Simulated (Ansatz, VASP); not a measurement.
# Rh in VASP and in Ansatz

Contents of INCAR:

```
PREC     = Accurate       # precision mode
ENCUT    = 600            # plane-wave cutoff, eV
EDIFF    = 1E-6           # SCF threshold, eV
ISMEAR   = 0              # smearing method
SIGMA    = 0.1            # smearing width, eV
LREAL    = False          # projectors in reciprocal space
LASPH    = True           # aspherical terms in the spheres
NELM     = 60             # most SCF steps
ALGO     = Fast           # electronic algorithm
ISIF     = 3              # what is computed and relaxed
LWAVE    = False          # write WAVECAR
LCHARG   = False          # write CHGCAR
GGA      = PS             # functional
IBRION   = 2              # ionic algorithm
NSW      = 100            # ionic steps
EDIFFG   = -0.005         # ionic threshold
```

The input KPOINTS:

```
Automatic mesh
0
Gamma
  18 18 10
```

The input POSCAR:

```
Rh
1.0
    2.6824015966      0.0000000000      0.0000000000
   -1.3412007983      2.3230279258      0.0000000000
    0.0000000000      0.0000000000      4.3380718976
Rh
2
Direct
    0.6666666667      0.3333333333      0.7500000000
    0.3333333333      0.6666666667      0.2500000000
```

Input for Ansatz:

```yaml
crystal:
  lattice:
    - [2.6824015966, 0.0, 0.0]
    - [-1.3412007983, 2.3230279258, 0.0]
    - [0.0, 0.0, 4.3380718976]
  atoms:
    - { symbol: Rh, position: [0.6666666667, 0.3333333333, 0.75] }
    - { symbol: Rh, position: [0.3333333333, 0.6666666667, 0.25] }
basis:
  ecutwfc: 420
kpoints:
  mp_grid: { grid: [18, 18, 10] }
hamiltonian:
  xc: pbesol
scf:
  occupations: { method: gaussian, width: 0.1 }
output:
  forces: true
  stress: true
  eigenvalues: true
  write_density: true
  write_potential: true
  elf: true
  volumetric_format: npy
relax:
  adjacent_minimum: "off"
  f_tol: 0.005
  max_steps: 80
  cell: { stress_tol: 0.05 }
```

Alike in both runs: task relaxation of cell and atoms; functional PBEsol; k mesh 18 × 18 × 10; occupations gaussian, width 0.1 eV; no spin polarisation.

```csv
,VASP,Ansatz
version,VASP 6.6.1,Ansatz 0.2.0
potentials or method,"VASP PAW PBE potentials, release 64 (Rh_pv), cutoff 600 eV","scalar-relativistic, plane waves, PAW"
valence electrons in the cell,30,34
```

```tsv
	VASP	Ansatz	Ansatz less VASP
gap on the k mesh at the Fermi level, each at its own relaxed structure (eV)	none	none	-
relaxed volume (Å³/atom)	13.54	13.55	+0.010
relaxed cell length with the largest relative difference (Å)	4.328	4.329	+0.0012
```

VASP's potentials were made for PBE, not for PBEsol. A gap of «none» marks a metal or a gap that the smearing closes. VASP's potentials hold 30 valence electrons a cell and Ansatz's 34, so a difference there can come from the potentials and not from the codes.
